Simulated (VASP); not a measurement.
Set up this calculation in VASP 6.6.1, as the native input.

```
Task                   : single point
Functional             : PBE
Potentials or basis    : VASP PAW PBE potentials, release 64 (In_d)
Cutoff                 : 520 eV
k mesh                 : 14 × 14 × 8
Occupations            : fermi-dirac, width 0.05 eV
Spin                   : non-collinear spin, zero start, spin-orbit coupling
Starting moments       : [[0.0, 0.0, 0.0], [0.0, 0.0, 0.0]] μB
Dipole correction      : no
Further INCAR settings : ALGO = Normal; EDIFF = 1e-07; NBANDS = 38
```

The structure of In lies in POSCAR:

```
In
1.0
    3.3643848798      0.0000000000      0.0000000000
   -1.6821924399      2.9136427740      0.0000000000
    0.0000000000      0.0000000000      5.6442640609
In
2
Direct
    0.3333333333      0.6666666667      0.2500000000
    0.6666666667      0.3333333333      0.7500000000
```

This isn't the form of In at room conditions, which is tetragonal.

The input as run:

INCAR

```
PREC = Accurate ; ENCUT = 520
EDIFF = 1E-7 ; ISMEAR = -1
SIGMA = 0.05 ; LREAL = False
LASPH = True ; NELM = 150
ALGO = Normal ; ISIF = 2
LWAVE = False ; LCHARG = False
LNONCOLLINEAR = True ; MAGMOM = 0 0 0 0 0 0
LORBIT = 11 ; LSORBIT = True
GGA_COMPAT = False ; LORBMOM = True
GGA = PE ; NBANDS = 38
```

KPOINTS

```
Automatic mesh
0
Gamma
  14 14 8
```

Potentials or basis: VASP PAW PBE potentials, release 64 (In_d).

Command:

```sh
$ cat potpaw_PBE.64/In_d/POTCAR > POTCAR
$ mpirun -np 1 vasp_ncl > vasp.out
```

Results of the run:

```
Pressure                                              : 0.0 GPa
Net moment                                            : 0.00 μB per cell
Valence electrons inside the program's atomic spheres : In 11.31
```

It took 10 min on 1 thread of Oxide Virtual Turin-like Processor, with other jobs on the host, peak memory 0.48 GiB.
